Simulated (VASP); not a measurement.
# GaN (sol) in VASP: notebook

The runs below take GaN (sol) through single point, with PBEsol.

Everything below comes from runs of VASP 6.6.1. Logs are shortened: lines on timing, memory, paths and dates and some standing lists are left out, and cuts for length are marked.

## (1) The cell of the first run

The structure is hexagonal, space group P6_3mc (No. 186). Conventional cell: a = 3.183 Å, b = 3.183 Å, c = 5.186 Å, α = 90.00°, β = 90.00°, γ = 120.00°. Ga (site symmetry 3m) has 3 N at 1.84 Å within 2.4 Å. N (site symmetry 3m) has 3 Ga at 1.84 Å within 2.4 Å.

## (2) Single point, PBEsol

Input file INCAR:

```
  PREC = Accurate
  ENCUT = 520
  EDIFF = 1E-6
  ISMEAR = 0
  SIGMA = 0.01
  LREAL = F
  LASPH = T
  NELM = 60
  ALGO = Normal
  ISIF = 2
  LWAVE = F
  LCHARG = F
  GGA = PS
  NBANDS = 26
```

Input file KPOINTS:

```
regular mesh
0
Gamma
  12 12 6
```

Input file POSCAR:

```
GaN
1.0
    3.1828215508      0.0000000000      0.0000000000
   -1.5914107754      2.7564043187      0.0000000000
    0.0000000000      0.0000000000      5.1856744261
Ga N
2 2
Direct
    0.3333333333      0.6666666667     -0.0553305644
    0.6666666667      0.3333333333      0.4446694356
    0.3333333333      0.6666666667      0.4323305644
    0.6666666667      0.3333333333      0.9323305644
```

Potentials or basis: VASP PAW PBE potentials, release 64 (Ga_d, N).

Launch:

```
> cat potpaw_PBE.64/Ga_d/POTCAR potpaw_PBE.64/N/POTCAR > POTCAR
> mpirun -np 1 vasp_std > vasp.out
```

OUTCAR:

```text
PREC = Accurate
   ENCUT = 520
   EDIFF = 1E-6
   ISMEAR = 0
   LREAL = F
   LASPH = T
   NELM = 60
   ISIF = 2
   GGA = PS

 ion  position               nearest neighbor table
   1  0.333  0.667  0.945-   4 1.84   4 1.84   4 1.84
   2  0.667  0.333  0.445-   3 1.84   3 1.84   3 1.84
   3  0.333  0.667  0.432-   2 1.84   2 1.84   2 1.84
   4  0.667  0.333  0.932-   1 1.84   1 1.84   1 1.84

  LATTYP: Found a hexagonal cell.
 ALAT       =     3.1828215508
 C/A-ratio  =     1.6292696098

  Lattice vectors:

 A1 = (   3.1828215508,   0.0000000000,   0.0000000000)
 A2 = (  -1.5914107754,   2.7564043187,   0.0000000000)
 A3 = (   0.0000000000,   0.0000000000,   5.1856744261)

Analysis of symmetry for initial positions (statically):
=====================================================================
 Subroutine PRICEL returns:
 Original cell was already a primitive cell.

 Routine SETGRP: Setting up the symmetry group for a
 hexagonal supercell.

 Subroutine GETGRP returns: Found 12 space group operations
 (whereof  6 operations were pure point group operations)
 out of a pool of 24 trial point group operations.

The static configuration has the point symmetry C_3v.
 The point group associated with its full space group is C_6v.

Analysis of symmetry for dynamics (positions and initial velocities):
=====================================================================
 Subroutine PRICEL returns:
 Original cell was already a primitive cell.

 Routine SETGRP: Setting up the symmetry group for a
 hexagonal supercell.

 Subroutine GETGRP returns: Found 12 space group operations
 (whereof  6 operations were pure point group operations)
 out of a pool of 24 trial point group operations.

The dynamic configuration has the point symmetry C_3v.
 The point group associated with its full space group is C_6v.

 Subroutine INISYM returns: Found 12 space group operations
 (whereof  6 operations are pure point group operations),
 and found     1 'primitive' translations

----------------------------------------------------------------------------------------

                                     Primitive cell

  volume of cell :      45.4947

[... 81 lines left out ...]
   NGXF,Y,Z  is equivalent  to a cutoff of  25.07, 25.07, 25.65 a.u.
 SYSTEM =  unknown system
   PREC   = accura    normal or accurate (medium, high low for compatibility)
   ISTART =      0    job   : 0-new  1-cont  2-samecut
   ICHARG =      2    charge: 1-file 2-atom 10-const
   ISPIN  =      1    spin polarized calculation?
   LNONCOLLINEAR =      F non collinear calculations
   LSORBIT =      F    spin-orbit coupling
   LASPH  =      T    aspherical Exc in radial PAW
   ENCUT  =  520.0 eV  38.22 Ry    6.18 a.u.   5.92  5.92  9.64*2*pi/ulx,y,z
   NELM   =     60;   NELMIN=  2; NELMDL= -5     # of ELM steps
   EDIFF  = 0.1E-05   stopping-criterion for ELM
   LREAL  =      F    real-space projection
   EDIFFG = 0.1E-04   stopping-criterion for IOM
   NSW    =      0    number of steps for IOM
   IBRION =     -1    ionic relax: 0-MD 1-quasi-New 2-CG
   NFREE  =      0    steps in history (QN), initial steepest desc. (CG)
   ISIF   =      2    stress and relaxation
   ISYM   =      2    0-nonsym 1-usesym 2-fastsym
   POTIM  = 0.5000    time-step for ionic-motion
   TEBEG  =    0.0;   TEEND  =   0.0 temperature during run
   PSTRESS=    0.0 pullay stress
   NELECT =      36.0000    total number of electrons
   NUPDOWN=      -1.0000    fix difference up-down
   EMIN   =  10.00;   EMAX   =-10.00  energy-range for DOS
   EFERMI =   0.00;   METHOD = LEGACY
   ISMEAR =     0;   SIGMA  =   0.01  broadening in eV -4-tet -1-fermi 0-gaus
   EFERMI_NEDOS =   21; number of points for ismear=-14 and -15
   IALGO  =     38    algorithm
   IMIX   =      4    mixing-type and parameters
     AMIX     =   0.40;   BMIX     =  1.00
     AMIX_MAG =   1.60;   BMIX_MAG =  1.00
  volume/ion in A,a.u.               =      11.37        76.75
  Fermi-wavevector in a.u.,A,eV,Ry     =   1.514220  2.861460 31.196265  2.292861
  Thomas-Fermi vector in A             =   2.623906
   LORBIT       =      0    0 simple, 1 ext, 2 COOP (PROOUT), +10 PAW based schemes
   GGA     = PS    functional components
   LHFCALC =     F    Hartree Fock is set to
   AEXX    =    0.0000 exact exchange contribution
   IVDW    =     0    specifies the selected vdW correction
   LEPSILON=     F    determine dielectric tensor
   LRPA    =     F    only Hartree local field effects (RPA)
 non-spin polarized calculation
 Gauss-broadening in eV      SIGMA  =   0.01
  energy-cutoff  :      520.00
  volume of cell :       45.49
 maximum number of plane-waves:      1248
 NGX is ok and might be reduce to    24
   NGX = 11   NGY = 11   NGZ = 19

 number of electron      36.0000006 magnetization

 Free energy of the ion-electron system (eV)
  ---------------------------------------------------
  ext. energy  EPLUGINS =         0.00000000
  ---------------------------------------------------
  free energy    TOTEN  =       -25.18205748 eV

  energy without entropy =      -25.18205748  energy(sigma->0) =      -25.18205748

 E-fermi :   5.5232     XC(G=0): -11.9056

 val. band max:        5.4686981132   @ k =   0.0833   0.0000   0.0000
 cond. band min:       7.3726180109   @ k =   0.0000   0.0000   0.0000
 fundamental gap:      1.9039198978
 Fermi energy:         5.5231920230

 k-point     1 :       0.0000    0.0000    0.0000
  band No.  band energies     occupation
      1     -11.1200      2.00000
      2     -10.3506      2.00000
      3      -8.3889      2.00000
      4      -8.3889      2.00000
      5      -8.3826      2.00000
      6      -8.3826      2.00000
[... 685 lines left out ...]
     25      18.3488      0.00000
     26      18.5445      0.00000

 [... further k-points ...]
[... 5 lines left out ...]
  --------------------------------------------------------------------------------------
  -------------------------------------------------------------------------------------
  Total        4.2941093      4.2941093     -0.5217303      0.0000000     -0.0000000      0.0000000
  in kB      151.2248689    151.2248689    -18.3736825      0.0000000     -0.0000000      0.0000000
  external PRESSURE =      94.6920184 kB  Pullay stress =       0.0000000 kB

 VOLUME and BASIS-vectors are now :
 -----------------------------------------------------------------------------
  energy-cutoff  :      520.00
  volume of cell :       45.49
      direct lattice vectors                 reciprocal lattice vectors
     3.182821551  0.000000000  0.000000000     0.314186637  0.181395740  0.000000000
    -1.591410775  2.756404319  0.000000000     0.000000000  0.362791479  0.000000000
     0.000000000  0.000000000  5.185674426     0.000000000  0.000000000  0.192838948

 POSITION                                       TOTAL-FORCE (eV/Angst)
 -----------------------------------------------------------------------------------
     -0.00000      1.83760      4.89875         0.000000      0.000000      0.336367
      1.59141      0.91880      2.30591         0.000000      0.000000      0.336367
     -0.00000      1.83760      2.24193        -0.000000     -0.000000     -0.336367
      1.59141      0.91880      4.83476         0.000000      0.000000     -0.336367
 -----------------------------------------------------------------------------------
    total drift:                               -0.000002     -0.000003     -0.000480

  FREE ENERGIE OF THE ION-ELECTRON SYSTEM (eV)
  ---------------------------------------------------
  free  energy   TOTEN  =       -25.1820574781 eV

  energy  without entropy=      -25.1820574781  energy(sigma->0) =      -25.18205748
```

OSZICAR:

```text
N       E                     dE             d eps       ncg     rms          rms(c)
DAV:   1     0.281534170726E+03    0.28153E+03   -0.17529E+04  4278   0.258E+03
DAV:   2     0.733366574980E+01   -0.27420E+03   -0.25879E+03  4296   0.492E+02
DAV:   3    -0.281655490705E+02   -0.35499E+02   -0.35017E+02  4744   0.145E+02
[... 11 lines left out ...]
DAV:  15    -0.251820899765E+02   -0.30825E-04   -0.87150E-05  6584   0.105E-01    0.114E-01
DAV:  16    -0.251820687688E+02    0.21208E-04   -0.23473E-05  5660   0.510E-02    0.734E-02
DAV:  17    -0.251820586044E+02    0.10164E-04   -0.17703E-05  4926   0.396E-02    0.310E-02
DAV:  18    -0.251820575051E+02    0.10993E-05   -0.78811E-06  4936   0.192E-02    0.787E-03
DAV:  19    -0.251820574781E+02    0.26954E-07   -0.47588E-07  2418   0.598E-03
   1 F= -.25182057E+02 E0= -.25182057E+02  d E =-.515295E-17
```

stdout:

```text
POSCAR found type information on POSCAR GaN
 POSCAR found :  2 types and       4 ions
 scaLAPACK will be used
 -----------------------------------------------------------------------------
|                                                                             |
|                                                                             |
|     You enforced a specific xc type in the INCAR file but a different       |
|     I HOPE YOU KNOW WHAT YOU ARE DOING!                                     |
|                                                                             |
 -----------------------------------------------------------------------------

 LDA part: xc-table for (Slater+PW92), standard interpolation
 POSCAR, INCAR and KPOINTS ok, starting setup
 FFT: planning ... GRIDC
 FFT: planning ... GRID_SOFT
 FFT: planning ... GRID
 WAVECAR not read
 entering main loop
```

Wall time 42 s (1 thread of Intel Xeon 6975P-C (Granite Rapids), shared host); peak memory 0.2 GiB.

What came out:

```
Free energy            : -25.1821 eV
Pressure               : 9.5 GPa
Largest force          : 0.336 eV/Å
Band gap on the k mesh : 1.90 eV, indirect (the least direct gap lies 1.4 meV higher)
```

Forces on the atoms (eV/Å):
```
Ga   0.000  0.000  0.336
Ga   0.000  0.000  0.336
N    0.000  0.000 -0.336
N    0.000  0.000 -0.336
```

Levels at points of the mesh, in eV from the valence-band top:
```csv
k point,band 16,band 17,band 18,band 19,band 20,band 21
"(0.00, 0.00, 0.00)",-0.62,-0.62,0.00,1.90,3.43,8.99
"(0.50, 0.00, 0.00)",-3.27,-2.27,-1.23,4.42,5.33,5.74
"(0.00, 0.00, 0.50)",-0.97,-0.97,-0.97,3.89,3.89,7.98
"(0.50, 0.00, 0.50)",-2.88,-1.09,-1.09,4.29,4.29,6.25
```

Caveat: the PAW data sets were made with another functional, which shifts forces and pressure a little. PBEsol gaps usually lie below the measured ones, often by a third to a half.

## (3) Single point, PBEsol

Input file INCAR:

```
SYSTEM = GaN
PREC     = Accurate       ! precision mode
ENCUT    = 520            ! plane-wave cutoff, eV
EDIFF    = 1E-7           ! SCF threshold, eV
ISMEAR   = 0              ! smearing method
SIGMA    = 0.01           ! smearing width, eV
LREAL    = .FALSE.        ! projectors in reciprocal space
LASPH    = .TRUE.         ! aspherical terms in the spheres
NELM     = 100            ! most SCF steps
ALGO     = Normal         ! electronic algorithm
ISIF     = 2              ! what is computed and relaxed
LWAVE    = .FALSE.        ! write WAVECAR
LCHARG   = .FALSE.        ! write CHGCAR
GGA      = PS             ! functional
NBANDS   = 26             ! bands
```

Input file KPOINTS:

```
Automatic mesh
0
G
  12 12 6
  0 0 0
```

Input file POSCAR:

```
GaN
1.0
    3.1828215508      0.0000000000      0.0000000000
   -1.5914107754      2.7564043187      0.0000000000
    0.0000000000      0.0000000000      5.1856744261
Ga N
2 2
Direct
    0.3333333333      0.6666666667     -0.0615000000
    0.6666666667      0.3333333333      0.4385000000
    0.3333333333      0.6666666667      0.4385000000
    0.6666666667      0.3333333333      0.9385000000
```

Potentials or basis: VASP PAW PBE potentials, release 64 (Ga_d, N).

Launch:

```
> cat potpaw_PBE.64/Ga_d/POTCAR potpaw_PBE.64/N/POTCAR > POTCAR
> mpirun -np 1 vasp_std > vasp.out
```

It took 52 s on 1 thread of Intel Xeon 6975P-C (Granite Rapids), shared host; peak memory 0.21 GiB.

Results (log left out):

```yaml
Free_energy: -25.1604 eV
Pressure: 9.7 GPa
Band_gap_on_the_k_mesh: 1.91 eV, indirect (the least direct gap lies 2.6 meV higher)
```

Stress tensor (GPa, compression positive):
```
15.33  0.00  0.00
 0.00 15.33  0.00
 0.00  0.00 -1.65
```

Levels at points of the mesh, in eV from the valence-band top:
```
           k point  band 16  band 17  band 18  band 19  band 20  band 21
(0.00, 0.00, 0.00)    -0.62    -0.62     0.00     1.91     3.42     8.99
(0.50, 0.00, 0.00)    -3.25    -2.28    -1.21     4.42     5.34     5.74
(0.00, 0.00, 0.50)    -0.97    -0.97    -0.97     3.89     3.89     7.99
(0.50, 0.00, 0.50)    -2.89    -1.07    -1.07     4.29     4.29     6.23
```

Caveat: the PAW data sets were made with another functional, which shifts forces and pressure a little. PBEsol gaps usually lie below the measured ones, often by a third to a half.
